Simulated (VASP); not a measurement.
# TiO2 in VASP: single point with LDA

Aim: the single point of TiO2 with LDA.

All numbers are computed with VASP 6.6.1; they aren't measurements. Logs are shortened: lines on timing, memory, paths and dates and some standing lists are left out, and cuts for length are marked.

## 1. The cell of the first run

The typed cell holds 12 atoms: a = 6.322 Å, b = 6.322 Å, c = 6.322 Å, α = 94.99°, β = 94.99°, γ = 145.69°.

## 2. Single point, LDA

File INCAR:

```
SYSTEM = TiO2
PREC     = Accurate       ! precision mode
ENCUT    = 520            ! plane-wave cutoff, eV
EDIFF    = 1E-7           ! SCF threshold, eV
ISMEAR   = 0              ! smearing method
SIGMA    = 0.02           ! smearing width, eV
LREAL    = .FALSE.        ! projectors in reciprocal space
LASPH    = .TRUE.         ! aspherical terms in the spheres
NELM     = 100            ! most SCF steps
ALGO     = Normal         ! electronic algorithm
ISIF     = 2              ! what is computed and relaxed
LWAVE    = .FALSE.        ! write WAVECAR
LCHARG   = .FALSE.        ! write CHGCAR
GGA      = CA             ! functional
NBANDS   = 60             ! bands
```

File KPOINTS:

```
regular mesh
0
G
  8 8 8
  0 0 0
```

File POSCAR:

```
TiO2
1.0
   -4.2711614946      4.2711614946      1.8647098785
    4.2711614946     -4.2711614946      1.8647098785
    4.2711614946      4.2711614946     -1.8647098785
Ti O
4 8
Direct
    0.2934314058      0.0000168782      0.2934482840
    0.0000168782      0.7065685942      0.7065854725
    0.9999831218      0.2934314058      0.2934145275
    0.7065685942      0.9999831218      0.7065517160
    0.4999967754      0.1506334786      0.6506302540
    0.1620563778      0.8379553761      0.0000117539
    0.1506334786      0.5000032246      0.6506367032
    0.1620446239      0.1620563778      0.3241010017
    0.8379553761      0.8379436222      0.6758989983
    0.8493665214      0.4999967754      0.3493632968
    0.8379436222      0.1620446239      0.9999882461
    0.5000032246      0.8493665214      0.3493697460
```

Potentials or basis: VASP PAW LDA potentials, release 64 (Ti_sv, O).

On the command line:

```
> cat potpaw_LDA.64/Ti_sv/POTCAR potpaw_LDA.64/O/POTCAR > POTCAR
> mpirun -np 1 vasp_std > vasp.out
```

OUTCAR:

```text
SYSTEM = TiO2
   PREC = Accurate
   ENCUT = 520
   EDIFF = 1E-7
   ISMEAR = 0
   LREAL = .FALSE.
   LASPH = .TRUE.
   NELM = 100
   ISIF = 2
   GGA = CA

 ion  position               nearest neighbor table
   1  0.293  0.000  0.293-   8 1.78   6 1.78  10 1.92  10 1.92   5 2.18  12 2.18
   2  0.000  0.707  0.707-   6 1.78   9 1.78   5 1.92   5 1.92   7 2.18  10 2.18
   3  1.000  0.293  0.293-  11 1.78   8 1.78  12 1.92  12 1.92  10 2.18   7 2.18
   4  0.707  1.000  0.707-   9 1.78  11 1.78   7 1.92   7 1.92  12 2.18   5 2.18
   5  0.500  0.151  0.651-   2 1.92   2 1.92   1 2.18   4 2.18
   6  0.162  0.838  0.000-   2 1.78   1 1.78
   7  0.151  0.500  0.651-   4 1.92   4 1.92   2 2.18   3 2.18
   8  0.162  0.162  0.324-   1 1.78   3 1.78
   9  0.838  0.838  0.676-   4 1.78   2 1.78
  10  0.849  0.500  0.349-   1 1.92   1 1.92   3 2.18   2 2.18
  11  0.838  0.162  1.000-   3 1.78   4 1.78
  12  0.500  0.849  0.349-   3 1.92   3 1.92   4 2.18   1 2.18

  LATTYP: Found a body centered tetragonal cell.
 ALAT       =     8.5423229892
 C/A-ratio  =     0.4365814500

  Lattice vectors:

 A1 = (  -4.2711614946,   4.2711614946,   1.8647098785)
 A2 = (   4.2711614946,  -4.2711614946,   1.8647098785)
 A3 = (   4.2711614946,   4.2711614946,  -1.8647098785)

Analysis of symmetry for initial positions (statically):
=====================================================================
 Subroutine PRICEL returns:
 Original cell was already a primitive cell.

 Routine SETGRP: Setting up the symmetry group for a
 body centered tetragonal supercell.

 Subroutine GETGRP returns: Found  8 space group operations
 (whereof  8 operations were pure point group operations)
 out of a pool of 16 trial point group operations.

The static configuration has the point symmetry C_4h.

Analysis of symmetry for dynamics (positions and initial velocities):
=====================================================================
 Subroutine PRICEL returns:
 Original cell was already a primitive cell.

 Routine SETGRP: Setting up the symmetry group for a
 body centered tetragonal supercell.

 Subroutine GETGRP returns: Found  8 space group operations
 (whereof  8 operations were pure point group operations)
 out of a pool of 16 trial point group operations.

The dynamic configuration has the point symmetry C_4h.

 Subroutine INISYM returns: Found  8 space group operations
 (whereof  8 operations are pure point group operations),
 and found     1 'primitive' translations

----------------------------------------------------------------------------------------

                                     Primitive cell

  volume of cell :     136.0703

  direct lattice vectors                    reciprocal lattice vectors
    -4.271161495  4.271161495  1.864709879     0.000000000  0.117064176  0.268138227
     4.271161495 -4.271161495  1.864709879     0.117064176  0.000000000  0.268138227
     4.271161495  4.271161495 -1.864709879     0.117064176  0.117064176  0.000000000

  length of vectors
     6.321612449  6.321612449  6.321612449     0.292578417  0.292578417  0.165553745

  position of ions in fractional coordinates (direct lattice)
     0.293431406  0.000016878  0.293448284
     0.000016878  0.706568594  0.706585473
     0.999983122  0.293431406  0.293414527
     0.706568594  0.999983122  0.706551716
     0.499996775  0.150633479  0.650630254
     0.162056378  0.837955376  0.000011754
     0.150633479  0.500003225  0.650636703
     0.162044624  0.162056378  0.324101002
     0.837955376  0.837943622  0.675898998
     0.849366521  0.499996775  0.349363297
     0.837943622  0.162044624  0.999988246
     0.500003225  0.849366521  0.349369746

  ion indices of the primitive-cell ions
   primitive index   ion index
                 1           1
                 2           2
                 3           3
                 4           4
                 5           5
                 6           6
                 7           7
                 8           8
                 9           9
                10          10
                11          11
                12          12

----------------------------------------------------------------------------------------

 KPOINTS: regular mesh

Automatic generation of k-mesh.
 Grid dimensions read from file:
 generate k-points for:    8    8    8

 Generating k-lattice:

  Cartesian coordinates                     Fractional coordinates (reciprocal lattice)
     0.000000000  0.014633022  0.033517278     0.125000000  0.000000000  0.000000000
     0.014633022  0.000000000  0.033517278     0.000000000  0.125000000  0.000000000
     0.014633022  0.014633022  0.000000000     0.000000000  0.000000000  0.125000000

  Length of vectors
     0.036572302  0.036572302  0.020694218

  Shift w.r.t. Gamma in fractional coordinates (k-lattice)
     0.000000000  0.000000000  0.000000000

 Subroutine IBZKPT returns following result:
 ===========================================

 Found     78 irreducible k-points:

 Following reciprocal coordinates:
            Coordinates               Weight
  0.000000  0.000000  0.000000      1.000000
  0.125000 -0.000000  0.000000      8.000000
  0.250000 -0.000000  0.000000      8.000000
  0.375000 -0.000000  0.000000      8.000000
  0.500000 -0.000000  0.000000      4.000000
  0.125000  0.125000  0.000000      8.000000
[... 16 lines left out ...]
 -0.375000  0.250000 -0.000000      8.000000
 -0.250000  0.375000  0.000000      8.000000
 [... further k-points ...]
   k-points           NKPTS =     78   k-points in BZ     NKDIM =     78   number of bands    NBANDS=     60
   number of dos      NEDOS =    301   number of ions     NIONS =     12
   total plane-waves  NPLWV = 110592
   dimension x,y,z NGX =    48 NGY =   48 NGZ =   48
   dimension x,y,z NGXF=    96 NGYF=   96 NGZF=   96
   ions per type =               4   8
   NGX,Y,Z   is equivalent  to a cutoff of  12.62, 12.62, 12.62 a.u.
   NGXF,Y,Z  is equivalent  to a cutoff of  25.25, 25.25, 25.25 a.u.
 SYSTEM =  TiO2
   PREC   = accura    normal or accurate (medium, high low for compatibility)
   ISTART =      0    job   : 0-new  1-cont  2-samecut
   ICHARG =      2    charge: 1-file 2-atom 10-const
   ISPIN  =      1    spin polarized calculation?
   LNONCOLLINEAR =      F non collinear calculations
   LSORBIT =      F    spin-orbit coupling
   LASPH  =      T    aspherical Exc in radial PAW
   ENCUT  =  520.0 eV  38.22 Ry    6.18 a.u.  11.75 11.75 11.75*2*pi/ulx,y,z
   NELM   =    100;   NELMIN=  2; NELMDL= -5     # of ELM steps
   EDIFF  = 0.1E-06   stopping-criterion for ELM
   LREAL  =      F    real-space projection
   EDIFFG = 0.1E-05   stopping-criterion for IOM
   NSW    =      0    number of steps for IOM
   IBRION =     -1    ionic relax: 0-MD 1-quasi-New 2-CG
   NFREE  =      0    steps in history (QN), initial steepest desc. (CG)
   ISIF   =      2    stress and relaxation
   ISYM   =      2    0-nonsym 1-usesym 2-fastsym
   POTIM  = 0.5000    time-step for ionic-motion
   TEBEG  =    0.0;   TEEND  =   0.0 temperature during run
   PSTRESS=    0.0 pullay stress
   NELECT =      96.0000    total number of electrons
   NUPDOWN=      -1.0000    fix difference up-down
   EMIN   =  10.00;   EMAX   =-10.00  energy-range for DOS
   EFERMI =   0.00;   METHOD = LEGACY
   ISMEAR =     0;   SIGMA  =   0.02  broadening in eV -4-tet -1-fermi 0-gaus
   EFERMI_NEDOS =   21; number of points for ismear=-14 and -15
   IALGO  =     38    algorithm
   IMIX   =      4    mixing-type and parameters
     AMIX     =   0.40;   BMIX     =  1.00
     AMIX_MAG =   1.60;   BMIX_MAG =  1.00
  volume/ion in A,a.u.               =      11.34        76.52
  Fermi-wavevector in a.u.,A,eV,Ry     =   1.457396  2.754079 28.898806  2.124002
  Thomas-Fermi vector in A             =   2.574202
   LORBIT       =      0    0 simple, 1 ext, 2 COOP (PROOUT), +10 PAW based schemes
   GGA     = CA    functional components
   LHFCALC =     F    Hartree Fock is set to
   AEXX    =    0.0000 exact exchange contribution
   IVDW    =     0    specifies the selected vdW correction
   LEPSILON=     F    determine dielectric tensor
   LRPA    =     F    only Hartree local field effects (RPA)
 non-spin polarized calculation
 Gauss-broadening in eV      SIGMA  =   0.02
  energy-cutoff  :      520.00
  volume of cell :      136.07
 maximum number of plane-waves:      3686
   NGX = 23   NGY = 23   NGZ = 23

 number of electron      96.0000003 magnetization

 Free energy of the ion-electron system (eV)
  ---------------------------------------------------
  ext. energy  EPLUGINS =         0.00000000
  ---------------------------------------------------
  free energy    TOTEN  =      -117.04131550 eV

  energy without entropy =     -117.04131550  energy(sigma->0) =     -117.04131550

 E-fermi :   3.4656     XC(G=0): -11.2644

 val. band max:        3.2315715017   @ k =   0.5000   0.5000   0.5000
 cond. band min:       4.7059052495   @ k =   0.0000   0.0000   0.0000
 fundamental gap:      1.4743337478
 Fermi energy:         3.4655874740

 k-point     1 :       0.0000    0.0000    0.0000
  band No.  band energies     occupation
      1     -52.2799      2.00000
      2     -52.2518      2.00000
      3     -52.2518      2.00000
      4     -52.2288      2.00000
      5     -29.1768      2.00000
      6     -29.1615      2.00000
[... 52 lines left out ...]
     59       8.0657      0.00000
     60       8.1444      0.00000

 k-point     2 :       0.1250   -0.0000    0.0000
  band No.  band energies     occupation
      1     -52.2775      2.00000
      2     -52.2514      2.00000
      3     -52.2514      2.00000
      4     -52.2302      2.00000
      5     -29.1684      2.00000
      6     -29.1601      2.00000
[... 52 lines left out ...]
     59       7.9884      0.00000
     60       7.9909      0.00000

 k-point     3 :       0.2500   -0.0000    0.0000
  band No.  band energies     occupation
      1     -52.2710      2.00000
      2     -52.2503      2.00000
      3     -52.2503      2.00000
      4     -52.2345      2.00000
      5     -29.1586      2.00000
      6     -29.1509      2.00000
[... 1312 lines left out ...]
     59       7.8843      0.00000
     60       8.0724      0.00000

 k-point    24 :      -0.2500    0.3750    0.0000
  band No.  band energies     occupation
      1     -52.2755      2.00000
      2     -52.2534      2.00000
      3     -52.2494      2.00000
      4     -52.2322      2.00000
      5     -29.1608      2.00000
      6     -29.1423      2.00000
[... 52 lines left out ...]
     59       7.8843      0.00000
     60       8.0724      0.00000

 [... further k-points ...]

------------------------ aborting loop because EDIFF is reached ----------------------------------------

  FORCE on cell =-STRESS in cart. coord.  units (eV):
  Direction    XX          YY          ZZ          XY          YZ          ZX
  --------------------------------------------------------------------------------------
  -------------------------------------------------------------------------------------
  Total        3.0012550      3.0012550      2.6120912      0.0000000      0.0000000      0.0000000
  in kB       35.3386727     35.3386727     30.7564122      0.0000000      0.0000000      0.0000000
  external PRESSURE =      33.8112526 kB  Pullay stress =       0.0000000 kB

 VOLUME and BASIS-vectors are now :
 -----------------------------------------------------------------------------
  energy-cutoff  :      520.00
  volume of cell :      136.07
      direct lattice vectors                 reciprocal lattice vectors
    -4.271161495  4.271161495  1.864709879     0.000000000  0.117064176  0.268138227
     4.271161495 -4.271161495  1.864709879     0.117064176  0.000000000  0.268138227
     4.271161495  4.271161495 -1.864709879     0.117064176  0.117064176  0.000000000

 POSITION                                       TOTAL-FORCE (eV/Angst)
 -----------------------------------------------------------------------------------
      0.00014      2.50659      0.00000        -0.000079      0.152411     -0.000000
      6.03574      0.00014     -0.00000        -0.152411     -0.000079     -0.000000
     -1.76458      4.27102      1.86471         0.152411      0.000079      0.000000
      4.27102      1.76458      1.86471         0.000079     -0.152411      0.000000
      1.28676      4.27113      0.00000        -0.006118      0.000013      0.000000
      2.88692     -2.88682      1.86471        -0.016580      0.016720     -0.000000
      4.27119      1.28676      0.00000        -0.000013     -0.006118      0.000000
      1.38434      1.38424      0.00000         0.016720      0.016580     -0.000000
      2.88682      2.88692      1.86471        -0.016720     -0.016580      0.000000
     -0.00003      2.98440      1.86471         0.000013      0.006118      0.000000
      1.38424      7.15799      0.00000         0.016580     -0.016720      0.000000
      2.98440      0.00003      1.86471         0.006118     -0.000013     -0.000000
 -----------------------------------------------------------------------------------
    total drift:                               -0.000000     -0.000000      0.000000

  FREE ENERGIE OF THE ION-ELECTRON SYSTEM (eV)
  ---------------------------------------------------
  free  energy   TOTEN  =      -117.0413155029 eV

  energy  without entropy=     -117.0413155029  energy(sigma->0) =     -117.04131550
```

It took 21 min on 1 thread of Intel Xeon 8259CL, shared host; peak memory 0.57 GiB.

Results:

```
Free energy            : -117.0413 eV
Pressure               : 3.4 GPa
Largest force          : 0.152 eV/Å
Band gap on the k mesh : 1.47 eV (least direct gap 2.26 eV)
```

Forces in eV/Å, atoms in the order of the input:
```
Ti   0.000  0.152  0.000
Ti  -0.152  0.000  0.000
Ti   0.152  0.000  0.000
Ti   0.000 -0.152  0.000
O   -0.006  0.000  0.000
O   -0.017  0.017  0.000
O    0.000 -0.006  0.000
O    0.017  0.017  0.000
O   -0.017 -0.017  0.000
O    0.000  0.006  0.000
O    0.017 -0.017  0.000
O    0.006  0.000  0.000
```

Caveat: the cell stands under pressure. A k mesh can miss the band edges.
